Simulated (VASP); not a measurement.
# KF in VASP: notebook

Runs on KF. Level: PBEsol. Tasks: single point.

All numbers are computed with VASP 6.6.1; they aren't measurements. Logs are shortened: lines on timing, memory, paths and dates and some standing lists are left out, and cuts for length are marked.

## Step 1: The cell of the first run

Symmetry: I4/mmm, No. 139, tetragonal system. The conventional cell has a = 3.819 Å, b = 3.819 Å, c = 5.347 Å, α = 90.00°, β = 90.00°, γ = 90.00°. K (site symmetry 4/mmm) has 6 F at 2.67 to 2.70 Å within 3.5 Å. F (site symmetry 4/mmm) has 6 K at 2.67 to 2.70 Å within 3.5 Å.

## Step 2: Single point, PBEsol (equal xx and yy strain of +1 %)

Contents of INCAR:

```
SYSTEM = KF
ALGO = Normal
EDIFF = 1E-6
ENCUT = 520
GGA = PS
ISIF = 2
ISMEAR = -1
LASPH = .TRUE.
LCHARG = .TRUE.
LELF = .TRUE.
LREAL = .FALSE.
LVHAR = .TRUE.
LWAVE = .FALSE.
NBANDS = 15
NELM = 100
PREC = Accurate
SIGMA = 0.01
```

Contents of KPOINTS:

```
k-points
0
G
  9 9 9
  0 0 0
```

Contents of POSCAR:

```
KF
1.0
    0.0000000000      2.7002350000      2.6735000000
    2.7002350000      0.0000000000      2.6735000000
    2.7002350000      2.7002350000      0.0000000000
K F
1 1
Direct
    0.0000000000      0.0000000000      0.0000000000
    0.5000000000      0.5000000000      0.5000000000
```

Potentials or basis: VASP PAW PBE potentials, release 64 (K_sv, F).

On the command line:

```sh
> cat potpaw_PBE.64/K_sv/POTCAR potpaw_PBE.64/F/POTCAR > POTCAR
> mpirun -np 1 vasp_std > vasp.out
```

OUTCAR:

```text
SYSTEM = KF
   EDIFF = 1E-6
   ENCUT = 520
   GGA = PS
   ISIF = 2
   ISMEAR = -1
   LASPH = .TRUE.
   LREAL = .FALSE.
   NELM = 100
   PREC = Accurate

 ion  position               nearest neighbor table
   1  0.000  0.000  0.000-   2 2.67   2 2.67   2 2.70   2 2.70   2 2.70   2 2.70
   2  0.500  0.500  0.500-   1 2.67   1 2.67   1 2.70   1 2.70   1 2.70   1 2.70

  LATTYP: Found a body centered tetragonal cell.
 ALAT       =     3.8187089586
 C/A-ratio  =     1.4002114479

  Lattice vectors:

 A1 = (   0.0000000000,  -2.7002350000,  -2.6735000000)
 A2 = (   0.0000000000,   2.7002350000,  -2.6735000000)
 A3 = (   2.7002350000,   0.0000000000,   2.6735000000)

Analysis of symmetry for initial positions (statically):
=====================================================================
 Subroutine PRICEL returns:
 Original cell was already a primitive cell.

 Routine SETGRP: Setting up the symmetry group for a
 body centered tetragonal supercell.

 Subroutine GETGRP returns: Found 16 space group operations
 (whereof 16 operations were pure point group operations)
 out of a pool of 16 trial point group operations.

The static configuration has the point symmetry D_4h.

Analysis of symmetry for dynamics (positions and initial velocities):
=====================================================================
 Subroutine PRICEL returns:
 Original cell was already a primitive cell.

 Routine SETGRP: Setting up the symmetry group for a
 body centered tetragonal supercell.

 Subroutine GETGRP returns: Found 16 space group operations
 (whereof 16 operations were pure point group operations)
 out of a pool of 16 trial point group operations.

The dynamic configuration has the point symmetry D_4h.

 Subroutine INISYM returns: Found 16 space group operations
 (whereof 16 operations are pure point group operations),
 and found     1 'primitive' translations

----------------------------------------------------------------------------------------

                                     Primitive cell

  volume of cell :      38.9864

  direct lattice vectors                    reciprocal lattice vectors
     0.000000000  2.700235000  2.673500000    -0.185169069  0.185169069  0.187020759
     2.700235000  0.000000000  2.673500000     0.185169069 -0.185169069  0.187020759
     2.700235000  2.700235000  0.000000000     0.185169069  0.185169069 -0.187020759

  length of vectors
     3.799851485  3.799851485  3.818708959     0.321794861  0.321794861  0.321794861

  position of ions in fractional coordinates (direct lattice)
     0.000000000  0.000000000  0.000000000
     0.500000000  0.500000000  0.500000000

  ion indices of the primitive-cell ions
   primitive index   ion index
                 1           1
                 2           2

----------------------------------------------------------------------------------------

 KPOINTS: k-points

Automatic generation of k-mesh.
 Grid dimensions read from file:
 generate k-points for:    9    9    9

 Generating k-lattice:

  Cartesian coordinates                     Fractional coordinates (reciprocal lattice)
    -0.020574341  0.020574341  0.020780084     0.111111111  0.000000000  0.000000000
     0.020574341 -0.020574341  0.020780084     0.000000000  0.111111111  0.000000000
     0.020574341  0.020574341 -0.020780084     0.000000000  0.000000000  0.111111111

  Length of vectors
     0.035754985  0.035754985  0.035754985

  Shift w.r.t. Gamma in fractional coordinates (k-lattice)
     0.000000000  0.000000000  0.000000000

 Subroutine IBZKPT returns following result:
 ===========================================

 Found     75 irreducible k-points:

 Following reciprocal coordinates:
            Coordinates               Weight
  0.000000  0.000000  0.000000      1.000000
  0.111111  0.000000  0.000000      8.000000
  0.222222 -0.000000  0.000000      8.000000
  0.333333  0.000000  0.000000      8.000000
  0.444444 -0.000000  0.000000      8.000000
  0.111111  0.111111  0.000000      2.000000
[... 16 lines left out ...]
 -0.333333  0.333333  0.000000      4.000000
  0.444444  0.444444  0.000000      2.000000
 [... further k-points ...]
   k-points           NKPTS =     75   k-points in BZ     NKDIM =     75   number of bands    NBANDS=     15
   number of dos      NEDOS =    301   number of ions     NIONS =      2
   total plane-waves  NPLWV =  21952
   dimension x,y,z NGX =    28 NGY =   28 NGZ =   28
   dimension x,y,z NGXF=    56 NGYF=   56 NGZF=   56
   ions per type =               1   1
   NGX,Y,Z   is equivalent  to a cutoff of  12.25, 12.25, 12.19 a.u.
   NGXF,Y,Z  is equivalent  to a cutoff of  24.50, 24.50, 24.38 a.u.
 SYSTEM =  KF
   PREC   = accura    normal or accurate (medium, high low for compatibility)
   ISTART =      0    job   : 0-new  1-cont  2-samecut
   ICHARG =      2    charge: 1-file 2-atom 10-const
   ISPIN  =      1    spin polarized calculation?
   LNONCOLLINEAR =      F non collinear calculations
   LSORBIT =      F    spin-orbit coupling
   LASPH  =      T    aspherical Exc in radial PAW
   ENCUT  =  520.0 eV  38.22 Ry    6.18 a.u.   7.07  7.07  7.10*2*pi/ulx,y,z
   NELM   =    100;   NELMIN=  2; NELMDL= -5     # of ELM steps
   EDIFF  = 0.1E-05   stopping-criterion for ELM
   LREAL  =      F    real-space projection
   EDIFFG = 0.1E-04   stopping-criterion for IOM
   NSW    =      0    number of steps for IOM
   IBRION =     -1    ionic relax: 0-MD 1-quasi-New 2-CG
   NFREE  =      0    steps in history (QN), initial steepest desc. (CG)
   ISIF   =      2    stress and relaxation
   ISYM   =      2    0-nonsym 1-usesym 2-fastsym
   POTIM  = 0.5000    time-step for ionic-motion
   TEBEG  =    0.0;   TEEND  =   0.0 temperature during run
   PSTRESS=    0.0 pullay stress
   NELECT =      16.0000    total number of electrons
   NUPDOWN=      -1.0000    fix difference up-down
   EMIN   =  10.00;   EMAX   =-10.00  energy-range for DOS
   EFERMI =   0.00;   METHOD = LEGACY
   ISMEAR =    -1;   SIGMA  =   0.01  broadening in eV -4-tet -1-fermi 0-gaus
   EFERMI_NEDOS =   21; number of points for ismear=-14 and -15
   IALGO  =     38    algorithm
   IMIX   =      4    mixing-type and parameters
     AMIX     =   0.40;   BMIX     =  1.00
     AMIX_MAG =   1.60;   BMIX_MAG =  1.00
  volume/ion in A,a.u.               =      19.49       131.55
  Fermi-wavevector in a.u.,A,eV,Ry     =   1.216589  2.299019 20.137815  1.480088
  Thomas-Fermi vector in A             =   2.351937
   LORBIT       =      0    0 simple, 1 ext, 2 COOP (PROOUT), +10 PAW based schemes
   GGA     = PS    functional components
   LHFCALC =     F    Hartree Fock is set to
   AEXX    =    0.0000 exact exchange contribution
   IVDW    =     0    specifies the selected vdW correction
   LEPSILON=     F    determine dielectric tensor
   LRPA    =     F    only Hartree local field effects (RPA)
 non-spin polarized calculation
  energy-cutoff  :      520.00
  volume of cell :       38.99
 maximum number of plane-waves:      1062
   NGX = 15   NGY = 15   NGZ = 15

 number of electron      15.9999991 magnetization

 Free energy of the ion-electron system (eV)
  ---------------------------------------------------
  ext. energy  EPLUGINS =         0.00000000
  ---------------------------------------------------
  free energy    TOTEN  =        -8.51533993 eV

  energy without entropy =       -8.51533993  energy(sigma->0) =       -8.51533993

 E-fermi :  -2.6937     XC(G=0):  -8.5036

 val. band max:       -2.9527252530   @ k =   0.0000   0.0000   0.0000
 cond. band min:       2.9615271648   @ k =   0.0000   0.0000   0.0000
 fundamental gap:      5.9142524177
 Fermi energy:        -2.6936828260

 k-point     1 :       0.0000    0.0000    0.0000
  band No.  band energies     occupation
      1     -28.9882      2.00000
      2     -21.4797      2.00000
      3     -12.3161      2.00000
      4     -12.3161      2.00000
      5     -12.3139      2.00000
      6      -2.9665      2.00000
      7      -2.9665      2.00000
      8      -2.9527      2.00000
      9       2.9615      0.00000
     10       7.5960      0.00000
     11       7.5960      0.00000
     12       7.6549      0.00000
     13       9.2104      0.00000
     14       9.3077      0.00000
     15      13.6202      0.00000

 k-point     2 :       0.1111    0.0000    0.0000
  band No.  band energies     occupation
      1     -28.9780      2.00000
      2     -21.4883      2.00000
      3     -12.3473      2.00000
      4     -12.3209      2.00000
      5     -12.3182      2.00000
      6      -3.0751      2.00000
      7      -3.0067      2.00000
      8      -2.9987      2.00000
      9       3.3035      0.00000
     10       7.3995      0.00000
     11       7.7622      0.00000
     12       7.8011      0.00000
     13       9.3213      0.00000
     14       9.4179      0.00000
     15      14.2320      0.00000

 k-point     3 :       0.2222   -0.0000    0.0000
  band No.  band energies     occupation
      1     -28.9519      2.00000
      2     -21.5122      2.00000
      3     -12.4275      2.00000
      4     -12.3332      2.00000
      5     -12.3273      2.00000
      6      -3.3297      2.00000
      7      -3.1067      2.00000
      8      -3.1026      2.00000
      9       4.1910      0.00000
     10       7.0452      0.00000
     11       8.1914      0.00000
     12       8.2292      0.00000
     13       9.6672      0.00000
     14       9.7566      0.00000
     15      15.3413      0.00000
[... 343 lines left out ...]
 k-point    23 :      -0.3333    0.3333    0.0000
  band No.  band energies     occupation
      1     -28.8823      2.00000
      2     -21.5248      2.00000
      3     -12.6957      2.00000
      4     -12.5454      2.00000
      5     -12.4277      2.00000
      6      -3.4304      2.00000
      7      -3.2192      2.00000
      8      -3.1333      2.00000
      9       6.1314      0.00000
     10       7.1976      0.00000
     11       8.2630      0.00000
     12      10.1522      0.00000
     13      10.4036      0.00000
     14      11.3085      0.00000
     15      13.3239      0.00000

 k-point    24 :       0.4444    0.4444    0.0000
  band No.  band energies     occupation
      1     -28.8807      2.00000
      2     -21.4955      2.00000
      3     -12.8217      2.00000
      4     -12.5186      2.00000
      5     -12.5186      2.00000
      6      -3.2052      2.00000
      7      -3.0294      2.00000
      8      -3.0294      2.00000
      9       5.1502      0.00000
     10       6.9259      0.00000
     11       8.7148      0.00000
     12      10.4716      0.00000
     13      10.9840      0.00000
     14      10.9840      0.00000
     15      12.9174      0.00000

 [... further k-points ...]

------------------------ aborting loop because EDIFF is reached ----------------------------------------

  FORCE on cell =-STRESS in cart. coord.  units (eV):
  Direction    XX          YY          ZZ          XY          YZ          ZX
  --------------------------------------------------------------------------------------
  -------------------------------------------------------------------------------------
  Total       -0.3382524     -0.3382524     -0.2296018      0.0000000      0.0000000      0.0000000
  in kB      -13.9007474    -13.9007474     -9.4356645      0.0000000      0.0000000      0.0000000
  external PRESSURE =     -12.4123864 kB  Pullay stress =       0.0000000 kB

 VOLUME and BASIS-vectors are now :
 -----------------------------------------------------------------------------
  energy-cutoff  :      520.00
  volume of cell :       38.99
      direct lattice vectors                 reciprocal lattice vectors
     0.000000000  2.700235000  2.673500000    -0.185169069  0.185169069  0.187020759
     2.700235000  0.000000000  2.673500000     0.185169069 -0.185169069  0.187020759
     2.700235000  2.700235000  0.000000000     0.185169069  0.185169069 -0.187020759

 POSITION                                       TOTAL-FORCE (eV/Angst)
 -----------------------------------------------------------------------------------
      0.00000      0.00000      0.00000        -0.000000      0.000000      0.000000
      2.70024      2.70024      2.67350         0.000000     -0.000000      0.000000
 -----------------------------------------------------------------------------------
    total drift:                                0.000000      0.000000      0.000000

  FREE ENERGIE OF THE ION-ELECTRON SYSTEM (eV)
  ---------------------------------------------------
  free  energy   TOTEN  =        -8.5153399324 eV

  energy  without entropy=       -8.5153399324  energy(sigma->0) =       -8.51533993
```

Wall time 56 s (1 thread of Intel Xeon 8259CL, shared host); peak memory 0.18 GiB.

What came out:

| Item | Value |
| --- | --- |
| Free energy | -8.5153 eV |
| Pressure | -1.2 GPa |
| Band gap on the k mesh | 5.91 eV |

Caveat: the cell differs from its parent crystal (equal xx and yy strain of +1 %); the PAW data sets were made with another functional, which shifts forces and pressure a little; an odd mesh through Γ misses points on the zone boundary, where band edges can lie.

## Step 3: Single point, PBEsol (equal xx and yy strain of +2 %)

Contents of INCAR:

```
SYSTEM = KF
PREC = Accurate
ENCUT = 520
EDIFF = 1E-6
ISMEAR = -1
SIGMA = 0.01
LREAL = .False.
LASPH = .True.
NELM = 100
ALGO = Normal
ISIF = 2
LWAVE = .False.
LCHARG = .False.
GGA = PS
NBANDS = 15
```

Contents of KPOINTS:

```
Automatic mesh
0
Gamma
  9 9 9
  0 0 0
```

Contents of POSCAR:

```
KF
1.0
    0.0000000000      2.7269700000      2.6735000000
    2.7269700000      0.0000000000      2.6735000000
    2.7269700000      2.7269700000      0.0000000000
K F
1 1
Direct
    0.0000000000      0.0000000000      0.0000000000
    0.5000000000      0.5000000000      0.5000000000
```

Potentials or basis: VASP PAW PBE potentials, release 64 (K_sv, F).

On the command line:

```sh
> cat potpaw_PBE.64/K_sv/POTCAR potpaw_PBE.64/F/POTCAR > POTCAR
> mpirun -np 1 vasp_std > vasp.out
```

Run time: 64 s. Hardware: 1 thread of Intel Xeon 8259CL, shared host; peak memory 0.18 GiB.

Results (log left out):

```
Free energy            : -8.5081 eV
Pressure               : -1.7 GPa
Band gap on the k mesh : 5.81 eV
```

Stress tensor (GPa, compression positive):
```
-2.00  0.00  0.00
 0.00 -2.00  0.00
 0.00  0.00 -1.20
```

Levels at points of the mesh, in eV from the valence-band top:
| k point | band 5 | band 6 | band 7 | band 8 | band 9 | band 10 | band 11 | band 12 |
| --- | --- | --- | --- | --- | --- | --- | --- | --- |
| (0.00, 0.00, 0.00) | -9.44 | -0.03 | -0.03 | 0.00 | 5.81 | 10.47 | 10.47 | 10.58 |

Caveat: the cell differs from its parent crystal (equal xx and yy strain of +2 %); the PAW data sets were made with another functional, which shifts forces and pressure a little; an odd mesh through Γ misses points on the zone boundary, where band edges can lie.

## Step 4: Single point, PBEsol (equal xy, yz and zx shear strains of -2 %)

Contents of INCAR:

```
SYSTEM = KF
  PREC = Accurate
  ENCUT = 520
  EDIFF = 1E-6
  ISMEAR = -1
  SIGMA = 0.01
  LREAL = .False.
  LASPH = .True.
  NELM = 100
  ALGO = Normal
  ISIF = 2
  LWAVE = .False.
  LCHARG = .False.
  GGA = PS
  NBANDS = 15
```

KPOINTS is that of step 3.

Contents of POSCAR:

```
KF
1.0
   -0.0534700000      2.6467650000      2.6467650000
    2.6467650000     -0.0534700000      2.6467650000
    2.6467650000      2.6467650000     -0.0534700000
K F
1 1
Direct
    0.0000000000      0.0000000000      0.0000000000
    0.5000000000      0.5000000000      0.5000000000
```

On the command line:

```sh
> cat potpaw_PBE.64/K_sv/POTCAR potpaw_PBE.64/F/POTCAR > POTCAR
> mpirun -np 1 vasp_std > vasp.out
```

Run time: 59 s. Hardware: 1 thread of Intel Xeon 8259CL, shared host; peak memory 0.18 GiB.

Results (log left out):

| Item | Value |
| --- | --- |
| Free energy | -8.5175 eV |
| Pressure | -0.7 GPa |
| Band gap on the k mesh | 6.00 eV |

Stress tensor (GPa, compression positive):
```
-0.68  0.26  0.26
 0.26 -0.68  0.26
 0.26  0.26 -0.68
```

Levels at points of the mesh, in eV from the valence-band top:
| k point | band 6 | band 7 | band 8 | band 9 | band 10 | band 11 |
| --- | --- | --- | --- | --- | --- | --- |
| (0.00, 0.00, 0.00) | -0.03 | -0.03 | 0.00 | 6.00 | 10.50 | 10.50 |

Caveat: the cell differs from its parent crystal (equal xy, yz and zx shear strains of -2 %); the PAW data sets were made with another functional, which shifts forces and pressure a little; an odd mesh through Γ misses points on the zone boundary, where band edges can lie.

(Part 1 of 2 ends here.)
